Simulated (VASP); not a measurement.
# Pd (Pm-3n) in VASP: relaxation of cell and atoms with PBE

Aim: the relaxation of cell and atoms of Pd with PBE.

Program: VASP 6.6.1. These are calculated values, not measurements. Logs are shortened: lines on timing, memory, paths and dates and some standing lists are left out, and cuts for length are marked.

## 1. The cell of the first run

Symmetry: Pm-3n, No. 223, cubic system. Conventional cell: a = 4.901 Å, b = 4.901 Å, c = 4.901 Å, α = 90.00°, β = 90.00°, γ = 90.00°. Pd (site symmetry m-3) has 12 Pd at 2.74 Å within 3.6 Å. Within 3.2 Å of Pd (site symmetry -4m2) lie 14 Pd at 2.45 to 3.00 Å.

## 2. Relaxation of cell and atoms, PBE, collinear spin

Contents of INCAR:

```
PREC = Accurate
ENCUT = 500
EDIFF = 1E-7
ISMEAR = -1
SIGMA = 0.05
LREAL = F
LASPH = T
NELM = 200
ALGO = Normal
ISIF = 3
LWAVE = F
LCHARG = F
ISPIN = 2
MAGMOM = 0.5 0.5 0.5 0.5 0.5 0.5 0.5 0.5
LORBIT = 11
LMAXMIX = 4
GGA = PE
IBRION = 2
NSW = 80
EDIFFG = -0.01
GGA_COMPAT = F
NELMIN = 4
```

Contents of KPOINTS:

```
regular mesh
0
Gamma
  5 5 5
```

Contents of POSCAR:

```
Pd
1.0
    4.9008408999      0.0000000000      0.0000000000
    0.0000000000      4.9008408999      0.0000000000
    0.0000000000      0.0000000000      4.9008408999
Pd
8
Direct
    0.0000000000      0.0000000000      0.0000000000
    0.5000000000      0.5000000000      0.5000000000
    0.2500000000      0.0000000000      0.5000000000
    0.7500000000      0.0000000000      0.5000000000
    0.5000000000      0.2500000000      0.0000000000
    0.5000000000      0.7500000000      0.0000000000
    0.0000000000      0.5000000000      0.2500000000
    0.0000000000      0.5000000000      0.7500000000
```

Potentials or basis: VASP PAW PBE potentials, release 64 (Pd).

The run is started by

```console
$ cat potpaw_PBE.64/Pd/POTCAR > POTCAR
$ mpirun -np 1 vasp_std > vasp.out
```

OUTCAR:

```text
PREC = Accurate
   ENCUT = 500
   EDIFF = 1E-7
   ISMEAR = -1
   LREAL = F
   LASPH = T
   NELM = 200
   ISIF = 3
   ISPIN = 2
   LORBIT = 11
   GGA = PE
   IBRION = 2
   NSW = 80
   EDIFFG = -0.01
   NELMIN = 4

 ion  position               nearest neighbor table
   1  0.000  0.000  0.000-   3 2.74   4 2.74   5 2.74   6 2.74   7 2.74   8 2.74   3 2.74   4 2.74
                             7 2.74   8 2.74   5 2.74   6 2.74
   2  0.500  0.500  0.500-   3 2.74   4 2.74   5 2.74   6 2.74   7 2.74   8 2.74   5 2.74   6 2.74
                             3 2.74   4 2.74   7 2.74   8 2.74
   3  0.250  0.000  0.500-   4 2.45   4 2.45   1 2.74   1 2.74   2 2.74   2 2.74   8 3.00   5 3.00
                             5 3.00   6 3.00   6 3.00   7 3.00   8 3.00   7 3.00
   4  0.750  0.000  0.500-   3 2.45   3 2.45   1 2.74   1 2.74   2 2.74   2 2.74   8 3.00   5 3.00
                             5 3.00   6 3.00   6 3.00   7 3.00   8 3.00   7 3.00
   5  0.500  0.250  0.000-   6 2.45   6 2.45   1 2.74   2 2.74   2 2.74   1 2.74   8 3.00   4 3.00
                             3 3.00   4 3.00   3 3.00   7 3.00   7 3.00   8 3.00
   6  0.500  0.750  0.000-   5 2.45   5 2.45   1 2.74   2 2.74   2 2.74   1 2.74   8 3.00   4 3.00
                             3 3.00   4 3.00   3 3.00   7 3.00   7 3.00   8 3.00
   7  0.000  0.500  0.250-   8 2.45   8 2.45   1 2.74   2 2.74   1 2.74   2 2.74   3 3.00   4 3.00
                             5 3.00   3 3.00   4 3.00   6 3.00   5 3.00   6 3.00
   8  0.000  0.500  0.750-   7 2.45   7 2.45   1 2.74   2 2.74   1 2.74   2 2.74   3 3.00   4 3.00
                             5 3.00   3 3.00   4 3.00   6 3.00   5 3.00   6 3.00

  LATTYP: Found a simple cubic cell.
 ALAT       =     4.9008408999

  Lattice vectors:

 A1 = (   4.9008408999,   0.0000000000,   0.0000000000)
 A2 = (   0.0000000000,   4.9008408999,   0.0000000000)
 A3 = (   0.0000000000,   0.0000000000,   4.9008408999)

Analysis of symmetry for initial positions (statically):
=====================================================================
 Subroutine PRICEL returns:
 Original cell was already a primitive cell.

 Routine SETGRP: Setting up the symmetry group for a
 simple cubic supercell.

 Subroutine GETGRP returns: Found 48 space group operations
 (whereof 24 operations were pure point group operations)
 out of a pool of 48 trial point group operations.

The static configuration has the point symmetry T_h .
 The point group associated with its full space group is O_h .

Analysis of symmetry for dynamics (positions and initial velocities):
=====================================================================
 Subroutine PRICEL returns:
 Original cell was already a primitive cell.

 Routine SETGRP: Setting up the symmetry group for a
 simple cubic supercell.

 Subroutine GETGRP returns: Found 48 space group operations
 (whereof 24 operations were pure point group operations)
 out of a pool of 48 trial point group operations.

The dynamic configuration has the point symmetry T_h .
 The point group associated with its full space group is O_h .

Analysis of structural, dynamic, and magnetic symmetry:
=====================================================================
 Subroutine PRICEL returns:
 Original cell was already a primitive cell.

 Routine SETGRP: Setting up the symmetry group for a
 simple cubic supercell.

 Subroutine GETGRP returns: Found 48 space group operations
 (whereof 24 operations were pure point group operations)
 out of a pool of 48 trial point group operations.

The overall configuration has the point symmetry T_h .
 The point group associated with its full space group is O_h .

 Subroutine INISYM returns: Found 48 space group operations
 (whereof 24 operations are pure point group operations),
 and found     1 'primitive' translations

----------------------------------------------------------------------------------------

                                     Primitive cell

  volume of cell :     117.7096

  direct lattice vectors                    reciprocal lattice vectors
     4.900840900  0.000000000  0.000000000     0.204046616  0.000000000  0.000000000
     0.000000000  4.900840900  0.000000000     0.000000000  0.204046616  0.000000000
     0.000000000  0.000000000  4.900840900     0.000000000  0.000000000  0.204046616

  length of vectors
     4.900840900  4.900840900  4.900840900     0.204046616  0.204046616  0.204046616

[... 47 lines left out ...]
 Following reciprocal coordinates:
            Coordinates               Weight
  0.000000  0.000000  0.000000      1.000000
  0.200000  0.000000  0.000000      6.000000
  0.400000  0.000000  0.000000      6.000000
  0.200000  0.200000  0.000000     12.000000
  0.400000  0.200000  0.000000     24.000000
  0.400000  0.400000  0.000000     12.000000
  0.200000  0.200000  0.200000      8.000000
  0.400000  0.200000  0.200000     24.000000
  0.400000  0.400000  0.200000     24.000000
  0.400000  0.400000  0.400000      8.000000
   k-points           NKPTS =     10   k-points in BZ     NKDIM =     10   number of bands    NBANDS=     50
   number of dos      NEDOS =    301   number of ions     NIONS =      8
   total plane-waves  NPLWV =  46656
   dimension x,y,z NGX =    36 NGY =   36 NGZ =   36
   dimension x,y,z NGXF=    72 NGYF=   72 NGZF=   72
   ions per type =               8
   NGX,Y,Z   is equivalent  to a cutoff of  12.21, 12.21, 12.21 a.u.
   NGXF,Y,Z  is equivalent  to a cutoff of  24.42, 24.42, 24.42 a.u.
 SYSTEM =  unknown system
   PREC   = accura    normal or accurate (medium, high low for compatibility)
   ISTART =      0    job   : 0-new  1-cont  2-samecut
   ICHARG =      2    charge: 1-file 2-atom 10-const
   ISPIN  =      2    spin polarized calculation?
   LNONCOLLINEAR =      F non collinear calculations
   LSORBIT =      F    spin-orbit coupling
   LASPH  =      T    aspherical Exc in radial PAW
   ENCUT  =  500.0 eV  36.75 Ry    6.06 a.u.   8.94  8.94  8.94*2*pi/ulx,y,z
   NELM   =    200;   NELMIN=  4; NELMDL= -5     # of ELM steps
   EDIFF  = 0.1E-06   stopping-criterion for ELM
   LREAL  =      F    real-space projection
   EDIFFG = -.1E-01   stopping-criterion for IOM
   NSW    =     80    number of steps for IOM
   IBRION =      2    ionic relax: 0-MD 1-quasi-New 2-CG
   NFREE  =      1    steps in history (QN), initial steepest desc. (CG)
   ISIF   =      3    stress and relaxation
   ISYM   =      2    0-nonsym 1-usesym 2-fastsym
   POTIM  = 0.5000    time-step for ionic-motion
   TEBEG  =    0.0;   TEEND  =   0.0 temperature during run
   PSTRESS=    0.0 pullay stress
   NELECT =      80.0000    total number of electrons
   NUPDOWN=      -1.0000    fix difference up-down
   EMIN   =  10.00;   EMAX   =-10.00  energy-range for DOS
   EFERMI =   0.00;   METHOD = LEGACY
   ISMEAR =    -1;   SIGMA  =   0.05  broadening in eV -4-tet -1-fermi 0-gaus
   EFERMI_NEDOS =   21; number of points for ismear=-14 and -15
   IALGO  =     38    algorithm
   IMIX   =      4    mixing-type and parameters
     AMIX     =   0.40;   BMIX     =  1.00
     AMIX_MAG =   1.60;   BMIX_MAG =  1.00
  volume/ion in A,a.u.               =      14.71        99.29
  Fermi-wavevector in a.u.,A,eV,Ry     =   1.439354  2.719984 28.187725  2.071739
  Thomas-Fermi vector in A             =   2.558219
   LORBIT       =     11    0 simple, 1 ext, 2 COOP (PROOUT), +10 PAW based schemes
   GGA     = PE    functional components
   LHFCALC =     F    Hartree Fock is set to
   AEXX    =    0.0000 exact exchange contribution
   IVDW    =     0    specifies the selected vdW correction
   LEPSILON=     F    determine dielectric tensor
   LRPA    =     F    only Hartree local field effects (RPA)
 conjugate gradient relaxation of ions
 spin polarized calculation
  energy-cutoff  :      500.00
  volume of cell :      117.71
 maximum number of plane-waves:      3005
 NGX is ok and might be reduce to    36
   NGX = 17   NGY = 17   NGZ = 17

--------------------------------------- Ionic step        1  -------------------------------------------

 number of electron      80.0000042 magnetization      -0.0030651

 number of electron      80.0000042 magnetization       0.0000676

 Free energy of the ion-electron system (eV)
  ---------------------------------------------------
  ext. energy  EPLUGINS =         0.00000000
  ---------------------------------------------------
  free energy    TOTEN  =       -40.50661147 eV

  energy without entropy =      -40.40560302  energy(sigma->0) =      -40.45610725

------------------------ aborting loop because EDIFF is reached ----------------------------------------

  FORCE on cell =-STRESS in cart. coord.  units (eV):
  Direction    XX          YY          ZZ          XY          YZ          ZX
  --------------------------------------------------------------------------------------
  -------------------------------------------------------------------------------------
  Total        9.2761708      9.2761708      9.2761708     -0.0000000      0.0000000      0.0000000
  in kB      126.2605005    126.2605005    126.2605005     -0.0000000      0.0000000      0.0000000
  external PRESSURE =     126.2605005 kB  Pullay stress =       0.0000000 kB
[... 119 lines left out ...]
 number of electron      80.0000011 magnetization      -0.0000005

 number of electron      80.0000011 magnetization       0.0000003

 Free energy of the ion-electron system (eV)
  ---------------------------------------------------
  ext. energy  EPLUGINS =         0.00000000
  ---------------------------------------------------
  free energy    TOTEN  =       -40.80485660 eV

  energy without entropy =      -40.68925199  energy(sigma->0) =      -40.74705430

 E-fermi :   8.7339     XC(G=0): -12.7668

 val. band max:        8.7224784232   @ k =   0.4000   0.0000   0.0000
 cond. band min:       8.7794517719   @ k =   0.4000   0.0000   0.0000
 fundamental gap:      0.0569733486
 Fermi energy:         8.7339168202

 spin component 1

 k-point     1 :       0.0000    0.0000    0.0000
  band No.  band energies     occupation
      1       2.0769      1.00000
      2       3.6985      1.00000
      3       3.6985      1.00000
      4       4.4355      1.00000
      5       4.5677      1.00000
      6       4.5677      1.00000
[... 519 lines left out ...]
     49      20.0384      0.00000
     50      20.0384      0.00000
 Fermi energy:         8.7339168202

 spin component 2

 k-point     1 :       0.0000    0.0000    0.0000
  band No.  band energies     occupation
      1       2.0769      1.00000
      2       3.6985      1.00000
      3       3.6985      1.00000
      4       4.4355      1.00000
      5       4.5677      1.00000
      6       4.5677      1.00000
[... 554 lines left out ...]
  FREE ENERGIE OF THE ION-ELECTRON SYSTEM (eV)
  ---------------------------------------------------
  free  energy   TOTEN  =       -40.8048565959 eV

  energy  without entropy=      -40.6892519950  energy(sigma->0) =      -40.74705430

 reached required accuracy - stopping structural energy minimisation

 total charge

# of ion       s       p       d       tot
------------------------------------------
    1        0.458   0.426   8.454   9.339
    2        0.458   0.426   8.454   9.339
    3        0.456   0.413   8.487   9.356
    4        0.456   0.413   8.487   9.356
    5        0.456   0.413   8.487   9.356
    6        0.456   0.413   8.487   9.356
    7        0.456   0.413   8.487   9.356
    8        0.456   0.413   8.487   9.356
--------------------------------------------------
tot          3.655   3.329  67.829  74.813

 magnetization (x)

# of ion       s       p       d       tot
------------------------------------------
    1        0.000   0.000   0.000   0.000
    2        0.000   0.000   0.000   0.000
    3       -0.000  -0.000  -0.000  -0.000
    4       -0.000  -0.000  -0.000  -0.000
    5       -0.000  -0.000  -0.000  -0.000
    6       -0.000  -0.000  -0.000  -0.000
    7       -0.000  -0.000  -0.000  -0.000
    8       -0.000  -0.000  -0.000  -0.000
--------------------------------------------------
tot         -0.000  -0.000  -0.000  -0.000
```

It took 8.3 min on 1 thread of Oxide Virtual Turin-like, shared host; peak memory 0.24 GiB.

What came out:

| Item | Value |
| --- | --- |
| Free energy | -40.8049 eV |
| Relaxed volume | 15.73 Å³/atom |
| Relaxed cell | a = 5.012 Å, b = 5.012 Å, c = 5.012 Å, α = 90.00°, β = 90.00°, γ = 90.00° |
| Space group after relaxing (to 0.1 Å) | Pm-3n (No. 223) |
| Energy gained by relaxing | 37.3 meV/atom |
| Ionic steps | 4 |
| Pressure after relaxing | 0.0 GPa |
| Band gap on the k mesh | zero (filled and empty bands overlap) |
| Net moment | 0.00 μB per cell |
| Valence electrons inside the program's atomic spheres | Pd 9.34, 9.36 (each value once) |

The path:
| step | energy change (eV) | largest force (eV/Å) | pressure (GPa) | volume (Å³) |
| --- | --- | --- | --- | --- |
| 1 | 0.0000 | 0.0000 | 12.63 | 117.71 |
| 2 | 0.2154 | 0.0000 | -11.64 | 138.59 |
| 3 | -0.2981 | 0.0000 | -0.25 | 126.05 |
| 4 | -0.2982 | 0.0000 | -0.03 | 125.88 |

Final structure:
```
Pd
1.0
     5.01169    0.00000    0.00000
     0.00000    5.01169    0.00000
     0.00000    0.00000    5.01169
Pd
8
Direct
  0.00000 0.00000 0.00000
  0.50000 0.50000 0.50000
  0.25000 0.00000 0.50000
  0.75000 0.00000 0.50000
  0.50000 0.25000 0.00000
  0.50000 0.75000 0.00000
  0.00000 0.50000 0.25000
  0.00000 0.50000 0.75000
```

Levels at points of the mesh, in eV from the Fermi level:
Spin up:
```
           k point  band 38  band 39  band 40  band 41  band 42  band 43
(0.00, 0.00, 0.00)    -0.21     0.05     0.05     0.05     2.43     2.43
```
Spin down:
```
           k point  band 37  band 38  band 39  band 40  band 41  band 42  band 43  band 44
(0.00, 0.00, 0.00)    -0.21    -0.21     0.05     0.05     0.05     2.43     2.43     2.43
```

The gap in the log of VASP goes by the Fermi energy; the results here count the filled bands.